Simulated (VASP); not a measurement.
A run of VASP 6.6.1 is set up as follows.

POSCAR

```
KF
1.0
    0.0000000000      2.6382641300      2.6382641300
    2.6382641300      0.0000000000      2.6382641300
    2.6382641300      2.6382641300      0.0000000000
K F
1 1
Direct
    0.0000000000      0.0000000000      0.0000000000
    0.5000000000      0.5000000000      0.5000000000
```

File INCAR.step1:

```
SYSTEM = KF
ALGO = Normal ; EDIFF = 1E-4
ENCUT = 520 ; GGA = PE
ISMEAR = -1 ; LASPH = .TRUE.
LCHARG = .FALSE. ; LREAL = .FALSE.
LWAVE = .TRUE. ; NBANDS = 15
NELM = 60 ; PREC = Accurate
SIGMA = 0.1
```

File INCAR.step2:

```
SYSTEM = KF
ALGO = Normal ; EDIFF = 1E-6
ENCUT = 520 ; ISIF = 2
ISMEAR = -1 ; ISTART = 1
LASPH = .TRUE. ; LCHARG = .TRUE.
LELF = .TRUE. ; LMIXTAU = .TRUE.
LREAL = .FALSE. ; LVHAR = .TRUE.
LWAVE = .FALSE. ; METAGGA = R2SCAN
NBANDS = 15 ; NELM = 60
PREC = Accurate ; SIGMA = 0.1
```

KPOINTS

```
k-points
0
G
  8 8 8
  0 0 0
```

Potentials or basis: VASP PAW PBE potentials, release 64 (K_sv, F).

Launch:

```console
$ cat potpaw_PBE.64/K_sv/POTCAR potpaw_PBE.64/F/POTCAR > POTCAR
$ cp INCAR.step1 INCAR
$ mpirun -np 1 vasp_std > vasp.out
$ cp INCAR.step2 INCAR
$ mpirun -np 1 vasp_std > vasp.out
```

Q: What does it give for the pressure?

A: 0.9 GPa.

Q: Estimate the band gap on the k mesh.

A: 7.04 eV, direct.

Caveat: the PAW data sets were made with another functional, which shifts forces and pressure a little. r2SCAN opens gaps a little over a GGA but as a rule still falls short of measured ones.
